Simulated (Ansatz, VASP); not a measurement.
# One calculation of WS2, two programs

File INCAR:

```
SYSTEM = WS2
PREC = Accurate ; ENCUT = 520
EDIFF = 1E-6 ; ISMEAR = 0
SIGMA = 0.01 ; LREAL = .False.
LASPH = .True. ; NELM = 100
ALGO = Normal ; ISIF = 2
LWAVE = .False. ; LCHARG = .False.
GGA = PE ; NBANDS = 20
```

File KPOINTS:

```
Automatic mesh
0
Gamma
  8 8 8
  0 0 0
```

The input POSCAR:

```
WS2
1.0
    1.5858866948      0.9156121101      6.2374697496
   -1.5858866948      0.9156121101      6.2374697496
    0.0000000000     -1.8312242203      6.2374697496
W S
1 2
Direct
   -0.0000115685     -0.0000115685     -0.0000115685
    0.4167981689      0.4167981689      0.4167981689
    0.2498800663      0.2498800663      0.2498800663
```

Input for Ansatz:

```yaml
crystal:
  lattice:
    - [1.5858866948, 0.9156121101, 6.2374697496]
    - [-1.5858866948, 0.9156121101, 6.2374697496]
    - [0.0, -1.8312242203, 6.2374697496]
  atoms:
    - { symbol: W, position: [-1.15685e-05, -1.15685e-05, -1.15685e-05] }
    - { symbol: S, position: [0.4167981689, 0.4167981689, 0.4167981689] }
    - { symbol: S, position: [0.2498800663, 0.2498800663, 0.2498800663] }
kpoints:
  mp_grid: { grid: [8, 8, 8] }
hamiltonian:
  xc: pbe
scf:
  occupations: { method: fixed }
output:
  optics:
    e_range: [0, 12]
    de: 0.05
    sigma: 0.1
    bands: { spectra_wanted_up_to: 12 }
```

Alike in both runs: task single point; functional PBE; k mesh 8 × 8 × 8; no spin polarisation.

|  | VASP | Ansatz |
| --- | --- | --- |
| version | VASP 6.6.1 | Ansatz 0.2.0 |
| potentials or method | VASP PAW PBE potentials, release 64 (W_sv, S) | plane waves, PAW |
| plane-wave cutoff (eV) | 520 | 420 |
| occupations | gaussian, width 0.01 eV | fixed |
| valence electrons in the cell | 26 | 26 |

Ansatz gave:

- gap on the k mesh at the Fermi level (eV): 1.22

Question: What did VASP give for the same quantities?

Answer: gap on the k mesh at the Fermi level (eV): 1.24.

Neither program's run includes spin-orbit coupling.
